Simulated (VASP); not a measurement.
Input of a VASP 6.6.1 run:

The input INCAR:

```
  PREC = Accurate
  ENCUT = 820
  EDIFF = 1E-6
  ISMEAR = -1
  SIGMA = 0.05
  LREAL = F
  LASPH = T
  NELM = 120
  ALGO = Normal
  ISIF = 2
  LWAVE = F
  LCHARG = F
  GGA = RP
  NBANDS = 33
  GGA_COMPAT = F
```

File KPOINTS:

```
Automatic mesh
0
Gamma
  8 8 6
```

Contents of POSCAR:

```
CuO
1.0
    3.3758013685      0.0000000000      0.0000000000
    0.0000000000      3.3758013685      0.0000000000
    0.0000000000      0.0000000000      4.2028806177
Cu O
2 2
Direct
    0.0000000000      0.5000000000      0.0000000000
    0.5000000000      0.0000000000      0.5000000000
    0.0000000000      0.0000000000      0.2500000000
    0.0000000000      0.0000000000      0.7500000000
```

Potentials or basis: VASP PAW PBE potentials, release 64 (Cu_sv_GW, O).

Launch:

```sh
$ cat potpaw_PBE.64/Cu_sv_GW/POTCAR potpaw_PBE.64/O/POTCAR > POTCAR
$ mpirun -np 1 vasp_std > vasp.out
```

Problem. What does it give for the band gap on the k mesh?

Solution. Zero (bands 25 and 26 overlap by 1.84 eV).

Problem. Predict the pressure.

Solution. 6.2 GPa.

Stress tensor (GPa, compression positive):
```
-7.33  0.00  0.00
 0.00 -7.33  0.00
 0.00  0.00 33.14
```

Caveat: the stress differs along the axes, from -7 to 33 GPa; the PAW data sets were made with another functional, which shifts forces and pressure a little; semilocal functionals often make such compounds metallic where correlation or magnetic order opens a gap, which also shifts bond lengths. With open d or f shells a metallic result of RPBE can be an artefact of self-interaction; +U or a hybrid may open a gap.
